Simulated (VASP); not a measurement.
SnO, 4 atoms in the cell. It takes space group Pmn2_1 (No. 31, orthorhombic). The conventional cell has a = 3.355 Å, b = 5.674 Å, c = 4.222 Å, α = 90.00°, β = 90.00°, γ = 90.00°. Within 2.8 Å of Sn (site symmetry m) lie 3 O at 2.15 to 2.16 Å. O (site symmetry m) has 3 Sn at 2.15 to 2.16 Å within 2.8 Å. 

* Program: VASP 6.6.1
* Task: single point
* Functional: LDA
* Potentials or basis: VASP PAW LDA potentials, release 64 (Sn_d, O)
* Cutoff: 520 eV
* k mesh: 6 × 4 × 6
* Occupations: gaussian, width 0.01 eV
* Spin: no spin polarisation
* Dipole correction: no
* Further INCAR settings: ALGO = Normal; EDIFF = 1e-07; NBANDS = 28

Potentials or basis: VASP PAW LDA potentials, release 64 (Sn_d, O).

The run is started by

```console
$ cat potpaw_LDA.64/Sn_d/POTCAR potpaw_LDA.64/O/POTCAR > POTCAR
$ mpirun -np 1 vasp_std > vasp.out
```

Hardware: 1 thread of Intel(R) Xeon(R) Platinum 8488C (Sapphire Rapids) (shared host).

Q: Estimate the wall time of this run.

A: Wall time 51 s on 1 thread of Intel(R) Xeon(R) Platinum 8488C (Sapphire Rapids) (shared host), peak memory 0.21 GiB. Counts: scf iterations 15, k points 48.
